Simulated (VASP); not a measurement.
The system is InAs.

```
In As
1.0
     0.00000    2.87730    2.87730
     2.87730    0.00000    2.87730
     2.87730    2.87730    0.00000
In As
1 1
Direct
  0.50000 0.50000 0.50000
  0.00000 0.00000 0.00000
```

```yaml
Program: VASP 6.6.1
Task: relaxation of cell and atoms
Functional: revPBE
Dispersion: D4
Potentials_or_basis: VASP PAW PBE potentials, release 64 (In_d, As)
Cutoff: 600 eV
k_mesh: 8 × 8 × 8
Occupations: fermi-dirac, width 0.05 eV
Spin: no spin polarisation
```

At the start: pressure -3.1 GPa; volume 23.82 Å³/atom.

Q: How do energy, volume and symmetry change on relaxing?

A: Over 3 steps the energy falls by 11.6 meV/atom and the volume is 22.67 Å³/atom (-4.8 %); space group Fm-3m (No. 225, to 0.1 Å) before and after.

Step by step:
```
step  energy change (eV)  largest force (eV/Å)  pressure (GPa)  volume (Å³)
   1              0.0000                0.0000           -3.10        47.64
   2             -0.0200                0.0000            1.33        44.53
   3             -0.0232                0.0000            0.04        45.34
```

Final structure:
```
In As
1.0
     0.00000    2.83029    2.83029
     2.83029    0.00000    2.83029
     2.83029    2.83029    0.00000
In As
1 1
Direct
  0.50000 0.50000 0.50000
  0.00000 0.00000 0.00000
```

Caveat: the PAW data sets were made with another functional, which shifts forces and pressure a little.
